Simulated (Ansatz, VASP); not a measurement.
# K2S: VASP beside Ansatz

```
K S
1.0
     0.00000    3.70272    3.70272
     3.70272    0.00000    3.70272
     3.70272    3.70272    0.00000
K S
2 1
Direct
  0.25000 0.25000 0.25000
  0.75000 0.75000 0.75000
  0.00000 0.00000 0.00000
```

Alike in both runs: task single point; functional r2SCAN; k mesh 4 × 4 × 4; no spin polarisation.

|  | VASP | Ansatz |
| --- | --- | --- |
| version | VASP 6.6.1 | Ansatz 0.2.0 |
| potentials or method | VASP PAW PBE potentials, release 64 (K_sv, S) | plane waves |
| plane-wave cutoff (eV) | 550 | 500 |
| occupations | methfessel-paxton of order 1, width 0.001 eV | cold, width 0.001 eV |
| valence electrons in the cell | 24 | 24 |

Ansatz gave:

```
gap on the k mesh at the Fermi level (eV) : 2.75
pressure (GPa)                            : 0.0
```

**Question.** Which values does VASP return?

**Answer.** gap on the k mesh at the Fermi level (eV): 2.76; pressure (GPa): 0.0.

VASP's potentials were made for PBE, not for r2SCAN.
